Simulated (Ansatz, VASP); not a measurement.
**One calculation of SiC, two programs**

File INCAR:

```
SYSTEM = SiC
  ALGO = Normal
  EDIFF = 1E-6
  ENCUT = 520
  GGA = PE
  ISIF = 2
  ISMEAR = -1
  LASPH = .True.
  LCHARG = .False.
  LREAL = .False.
  LWAVE = .False.
  NBANDS = 16
  NELM = 100
  PREC = Accurate
  SIGMA = 0.02
```

Contents of KPOINTS:

```
k-points
0
Gamma
  10 10 10
  0 0 0
```

Contents of POSCAR:

```
SiC
1.0
    1.5670239811      0.9047217173      5.3212273245
   -1.5670239811      0.9047217173      5.3212273245
    0.0000000000     -1.8094434346      5.3212273245
C Si
2 2
Direct
    0.4489543547      0.4489543547      0.4489543547
    0.5510456453      0.5510456453      0.5510456453
    0.9253504693      0.9253504693      0.9253504693
    0.0746495307      0.0746495307      0.0746495307
```

Input for Ansatz:

```yaml
crystal:
  lattice:
    - [1.5670239811, 0.9047217173, 5.3212273245]
    - [-1.5670239811, 0.9047217173, 5.3212273245]
    - [0.0, -1.8094434346, 5.3212273245]
  atoms:
    - { symbol: C, position: [0.4489543547, 0.4489543547, 0.4489543547] }
    - { symbol: Si, position: [0.9253504693, 0.9253504693, 0.9253504693] }
    - { symbol: Si, position: [0.0746495307, 0.0746495307, 0.0746495307] }
    - { symbol: C, position: [0.5510456453, 0.5510456453, 0.5510456453] }
kpoints:
  mp_grid: { grid: [10, 10, 10] }
  band_path:
    path:
      - [0.0, 0.0, 0.0]
      - [0.5, 0.5, 0.5]
      - [0.8146824081, 0.1853175919, 0.5]
      - [0.5, -0.1853175919, 0.1853175919]
      - [0.5, 0.0, 0.0]
      - [0.3426587959, -0.3426587959, 0.0]
      - [0.6573412041, 0.0, 0.3426587959]
      - [0.5, 0.0, 0.5]
    npoints: 1
hamiltonian:
  xc: pbe
scf:
  occupations: { method: fermi_dirac, width: 0.02 }
  n_extra_bands: 5
output:
  forces: true
  stress: true
  eigenvalues: true
```

Change from the starting cell: biaxial_xy strain +1.7%.

Alike in both runs: task single point; functional PBE; k mesh 10 × 10 × 10; occupations fermi-dirac, width 0.02 eV; no spin polarisation.

```csv
,VASP,Ansatz
version,VASP 6.6.1,Ansatz 0.2.0
potentials or method,"VASP PAW PBE potentials, release 64 (C, Si)","plane waves, PAW"
plane-wave cutoff (eV),520,420
valence electrons in the cell,16,16
```

VASP gave:

| Quantity | Value |
| --- | --- |
| pressure (GPa) | -3.7 |
| rms of the force components (eV/Å) | 0.097 |

Estimate Ansatz's values.

pressure (GPa): -3.6; rms of the force components (eV/Å): 0.101.
